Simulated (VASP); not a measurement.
LiSi3N2:

```
Li Si N
1.0
     3.08844    0.00000    0.00000
     0.00000    3.08844    0.00000
     0.00000    0.00000    9.77959
Li Si N
1 3 2
Direct
  0.00000 0.00000 0.00000
  0.50000 0.50000 0.17872
  0.50000 0.50000 0.50000
  0.50000 0.50000 0.82128
  0.00000 0.00000 0.33344
  0.00000 0.00000 0.66656
```

The cell was generated, and may not be a known phase.

| Item | Value |
| --- | --- |
| Program | VASP 6.6.1 |
| Task | relaxation of cell and atoms |
| Functional | PBE |
| Potentials or basis | VASP PAW PBE potentials, release 64 (Li_sv, Si, N) |
| Cutoff | 600 eV |
| k mesh | 6 × 6 × 2 |
| Occupations | gaussian, width 0.1 eV |
| Spin | no spin polarisation |

At the start: pressure -19.5 GPa; volume 15.55 Å³/atom.

Where does the relaxation end?

Over 42 steps the energy falls by 1495.1 meV/atom and the volume is 11.33 Å³/atom (-27.1 %); space group P4/mmm (No. 123, to 0.1 Å) before and after.

Step by step:
| step | energy change (eV) | largest force (eV/Å) | pressure (GPa) | volume (Å³) |
| --- | --- | --- | --- | --- |
| 1 | 0.0000 | 2.3881 | -19.54 | 93.28 |
| 3 | -3.6069 | 1.7740 | 2.43 | 61.79 |
| 5 | -4.1964 | 1.5159 | 8.98 | 61.05 |
| 7 | -5.0117 | 2.0939 | 23.25 | 61.50 |
| 9 | -5.5662 | 2.4249 | 20.01 | 64.08 |
| 11 | -8.2377 | 0.8578 | 4.38 | 75.68 |
| 13 | -8.2422 | 1.1847 | 3.65 | 76.21 |
| 15 | -8.2839 | 0.6535 | 3.17 | 76.26 |
| 17 | -8.3495 | 0.1481 | -1.28 | 79.05 |
| 19 | -8.3535 | 0.1579 | -0.57 | 78.59 |
| 21 | -8.3595 | 0.1419 | 0.32 | 77.93 |
| 23 | -8.3906 | 0.2038 | 0.40 | 76.78 |
| 25 | -8.5658 | 0.8158 | 0.94 | 72.16 |
| 27 | -8.7947 | 1.2465 | 3.72 | 67.46 |
| 29 | -8.8097 | 1.3146 | 4.86 | 66.51 |
| 31 | -8.8228 | 1.2469 | 5.12 | 66.11 |
| 33 | -8.8484 | 1.1359 | 4.36 | 66.38 |
| 35 | -8.9288 | 0.6276 | 1.21 | 67.63 |
| 37 | -8.9547 | 0.2365 | -1.65 | 68.92 |
| 39 | -8.9684 | 0.0552 | -0.50 | 68.27 |
| 41 | -8.9701 | 0.0504 | 0.09 | 67.95 |
| 42 | -8.9706 | 0.0226 | 0.02 | 67.96 |

Final structure:
```xyz
6
Lattice="2.6651 0.0000 0.0000 0.0000 2.6651 0.0000 0.0000 0.0000 9.5679" Properties=species:S:1:pos:R:3 pbc="T T T"
Li    0.0000    0.0000    9.5679
Si    1.3325    1.3325    2.3869
Si    1.3325    1.3325    4.7840
Si    1.3325    1.3325    7.1810
N     0.0000    0.0000    2.0043
N     0.0000    0.0000    7.5636
```

Caveat: the cutoff is under 1.25 times the usual one of these potentials, so pressure, stress and relaxed cells hold a basis-set (Pulay) error; the volume moved by over 15 % at a fixed basis, so the end points are rough.
